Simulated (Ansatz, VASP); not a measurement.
Two plane-wave programs on Cs3I2

```
CELL_PARAMETERS angstrom
4.68519 2.70500 4.76801
-4.68519 2.70500 4.76801
0.00000 -5.40999 4.76801
ATOMIC_POSITIONS crystal
Cs 0.00000 0.50000 0.00000
Cs 0.50000 0.00000 0.00000
Cs 0.00000 0.00000 0.50000
I 0.65245 0.65245 0.65245
I 0.34755 0.34755 0.34755
```

Change from the starting cell: ordered vacancies on the cation sites of cuprite (R-3m, No. 166).

Alike in both runs: task relaxation of cell and atoms; functional PBE; k mesh 6 × 6 × 6; occupations gaussian, width 0.1 eV; no spin polarisation.

|  | VASP | Ansatz |
| --- | --- | --- |
| version | VASP 6.6.1 | Ansatz 0.2.0 |
| potentials or method | VASP PAW PBE potentials, release 64 (Cs_sv, I), cutoff 600 eV | scalar-relativistic, plane waves, PAW |
| valence electrons in the cell | 41 | 61 |

Ansatz gave:

| Property | Result |
| --- | --- |
| gap on the k mesh at the Fermi level, each at its own relaxed structure (eV) | none |
| relaxed volume (Å³/atom) | 74.27 |
| relaxed cell length with the largest relative difference (Å) | 7.258 |

**Question.** Estimate VASP's values.

**Answer.** gap on the k mesh at the Fermi level, each at its own relaxed structure (eV): none; relaxed volume (Å³/atom): 73.67; relaxed cell length with the largest relative difference (Å): 7.242.

A gap of «none» marks a metal or a gap that the smearing closes. VASP's potentials hold 41 valence electrons a cell and Ansatz's 61, so a difference there can come from the potentials and not from the codes.

Spin-orbit coupling is off throughout.
